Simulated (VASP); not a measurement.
Crystal: MnHg.

```
Hg Mn
1.0
    -3.32500    0.00000   -3.32500
     0.00000   -3.32500    0.00000
    -3.32500    0.00000    3.32500
Hg Mn
2 2
Cartesian
  0.0000 0.0000 0.0000
  -3.3250 0.0000 0.0000
  -1.6625 -1.6625 1.6625
  -1.6625 -1.6625 -1.6625
```

Base run:

```yaml
Program: VASP 6.6.1
Functional: LDA
Potentials_or_basis: VASP PAW LDA potentials, release 64 (Hg, Mn_pv)
Cutoff: 520 eV
k_mesh: 6 × 8 × 6
Occupations: fermi-dirac, width 0.1 eV
Spin: collinear spin, antiferromagnetic start
Starting_moments: "[0.0, 0.0, 4.5, -4.5] μB"
```

Its results: pressure -9.3 GPa; net moment 0.00 μB per cell; site moments Hg +0.00; Mn +3.66, -3.66 μB.

**Question.** The run is repeated on the same cell with these changes: spin from collinear spin, antiferromagnetic start to collinear spin, ferromagnetic start; moments at the start from [0.0, 0.0, 4.5, -4.5] to [0.0, 0.0, 4.5, 4.5]. What comes out?

**Answer.** Pressure -10.3 GPa; net moment 7.51 μB per cell; site moments Hg -0.04; Mn +3.64 μB.

Caveats: the cell stands under tension.
